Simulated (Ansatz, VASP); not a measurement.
# One calculation of NaI, two programs

File POSCAR:

```
NaI
1.0
    0.0000000000      3.2758472558      3.2758472558
    3.2758472558      0.0000000000      3.2758472558
    3.2758472558      3.2758472558      0.0000000000
Na I
1 1
Direct
    0.0000000000      0.0000000000      0.0000000000
    0.5000000000      0.5000000000      0.5000000000
```

File INCAR.step1:

```
SYSTEM = NaI
PREC = Accurate ; ENCUT = 520
EDIFF = 1E-5 ; ISMEAR = -1
SIGMA = 0.05 ; LREAL = .FALSE.
LASPH = .TRUE. ; NELM = 100
ALGO = Normal ; ISIF = 2
LWAVE = .TRUE. ; LCHARG = .FALSE.
NBANDS = 14 ; GGA = PE
```

INCAR.step2

```
SYSTEM = NaI
PREC = Accurate ; ENCUT = 520
EDIFF = 1E-6 ; ISMEAR = -1
SIGMA = 0.05 ; LREAL = .FALSE.
LASPH = .TRUE. ; NELM = 100
ALGO = Normal ; ISIF = 2
LWAVE = .FALSE. ; LCHARG = .FALSE.
GGA = PE ; LHFCALC = .TRUE.
HFSCREEN = 0.2079 ; PRECFOCK = Normal
NBANDS = 14 ; ISTART = 1
```

The input KPOINTS:

```
regular mesh
0
G
  4 4 4
  0 0 0
```

Input for Ansatz:

```yaml
crystal:
  lattice:
    - [0.0, 3.275847255765, 3.275847255765]
    - [3.275847255765, 0.0, 3.275847255765]
    - [3.275847255765, 3.275847255765, 0.0]
  atoms:
    - { symbol: Na, position: [0.0, 0.0, 0.0] }
    - { symbol: I, position: [0.5, 0.5, 0.5] }
kpoints:
  mp_grid: { grid: [4, 4, 4] }
hamiltonian:
  xc: hse06
  pseudopotentials:
    kind: all_electron
    relativity: scalar
    datasets: crystal
    dataset_attempts: all
    nuclear_model: point
scf:
  occupations: { method: fermi_dirac, width: 0.05 }
  convergence: { dr2_threshold: "1e-9 eV" }
  max_iter: 400
  exx: { singularity: regularized }
  lower_state_search: "off"
output:
  forces: true
  stress: true
```

Alike in both runs: task single point; functional HSE06; k mesh 4 × 4 × 4; occupations fermi-dirac, width 0.05 eV; no spin polarisation.

|  | VASP | Ansatz |
| --- | --- | --- |
| version | VASP 6.6.1 | Ansatz 0.2.0 development build |
| potentials or method | VASP PAW PBE potentials, release 64 (Na_pv, I), cutoff 520 eV | plane waves, all-electron PAW datasets generated for the crystal |

```tsv
	VASP	Ansatz	Ansatz less VASP
gap on the k mesh at the Fermi level (eV)	4.55	4.57	+0.017
```

Ansatz ran all-electron here, and VASP with PAW potentials.

Spin-orbit coupling is off throughout.
